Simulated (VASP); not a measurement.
Runs of VASP 6.6.1 on Co. The structure is that of space group P6_3/mmc (No. 194), or close to it. The cells are those of the table. 

```tsv
level	potentials or basis	spin	fixed moment (μB)	cell	k mesh	cutoff (eV)	smearing	second run	gap on the mesh (eV)	pressure (GPa)	moment (μB)
LDA	VASP PAW LDA potentials, release 64 (Co)	collinear, ferromagnetic start	-	a = 2.454, b = 2.454, c = 8.034 Å, angles 90.0, 90.0, 120.0°, 4 atoms	12 × 12 × 4	520	fermi-dirac 0.05 eV	-	none	-11.8	6.09
PBE	VASP PAW PBE potentials, release 64 (Co)	collinear, ferromagnetic start	-	a = 2.471, b = 2.471, c = 8.088 Å, angles 90.0, 90.0, 120.0°, 4 atoms	12 × 12 × 4	520	gaussian 0.019 eV	-	none	3.8	6.58
PBE	VASP PAW PBE potentials, release 64 (Co)	collinear, ferromagnetic start	6.0	a = 2.471, b = 2.471, c = 8.088 Å, angles 90.0, 90.0, 120.0°, 4 atoms	10 × 10 × 3	520	fermi-dirac 0.05 eV	-	-	1.3	6.00
PBE	VASP PAW PBE potentials, release 64 (Co)	collinear, ferromagnetic start	-	a = 2.498, b = 2.498, c = 8.079 Å, angles 90.0, 90.0, 120.0°, 4 atoms	12 × 12 × 4	520	fermi-dirac 0.05 eV	-	none	-0.7	6.64
LDA	VASP PAW LDA potentials, release 64 (Co)	collinear, ferromagnetic start	-	a = 2.420, b = 2.420, c = 7.923 Å, angles 90.0, 90.0, 120.0°, 4 atoms	12 × 12 × 4	520	fermi-dirac 0.05 eV	-	none	-1.9	5.95
PBE	VASP PAW PBE potentials, release 64 (Co_sv)	collinear, ferromagnetic start	6.0	a = 2.471, b = 2.471, c = 8.088 Å, angles 90.0, 90.0, 120.0°, 4 atoms	10 × 10 × 3	600	fermi-dirac 0.05 eV	valence_matched	-	-1.5	6.00
LDA	VASP PAW LDA potentials, release 64 (Co)	collinear, ferromagnetic start	-	a = 2.437, b = 2.437, c = 7.979 Å, angles 90.0, 90.0, 120.0°, 4 atoms	12 × 12 × 4	520	fermi-dirac 0.05 eV	-	none	-7.2	6.02
PBE	VASP PAW PBE potentials, release 64 (Co)	collinear, ferrimagnetic start	-	a = 2.471, b = 2.471, c = 8.088 Å, angles 90.0, 90.0, 120.0°, 4 atoms	12 × 12 × 4	520	fermi-dirac 0.05 eV	-	none	-2.2	(b)
PBEsol	VASP PAW PBE potentials, release 64 (Co_sv)	off	-	a = 2.471, b = 2.471, c = 8.088 Å, angles 90.0, 90.0, 120.0°, 4 atoms	12 × 12 × 4	600	fermi-dirac 0.05 eV	valence_matched	none	-22.2	-
PBEsol+D3(BJ)	VASP PAW PBE potentials, release 64 (Co)	collinear, ferromagnetic start	-	a = 2.442, b = 2.442, c = 7.902 Å, angles 90.0, 90.0, 120.0°, 4 atoms	12 × 12 × 4	520	fermi-dirac 0.05 eV	-	none	-2.6	6.31
LDA	VASP PAW LDA potentials, release 64 (Co)	collinear, ferromagnetic start	-	a = 2.487, b = 2.487, c = 8.142 Å, angles 90.0, 90.0, 120.0°, 4 atoms	12 × 12 × 4	520	fermi-dirac 0.05 eV	-	none	-19.2	(a)
PBE	VASP PAW PBE potentials, release 64 (Co)	collinear, ferromagnetic start	-	a = 2.471, b = 2.471, c = 8.088 Å, angles 90.0, 90.0, 120.0°, 4 atoms	17 × 17 × 5	520	fermi-dirac 0.05 eV	-	none	3.4	6.48
```

Alike in all rows: task single point.

Fill in the values left out.

(a) 6.28; (b) 2.24.

Caveats: the total moment is fixed, so each spin has its own Fermi level (some runs); the PAW data sets were made with another functional, which shifts forces and pressure a little (some runs); three body term missing (some runs); pairwise dispersion overbinds metals, which lowers pressure and volume (some runs).

A gap of «none» marks levels without a gap at the run's occupations.

The runs don't all hold the same shells in valence.
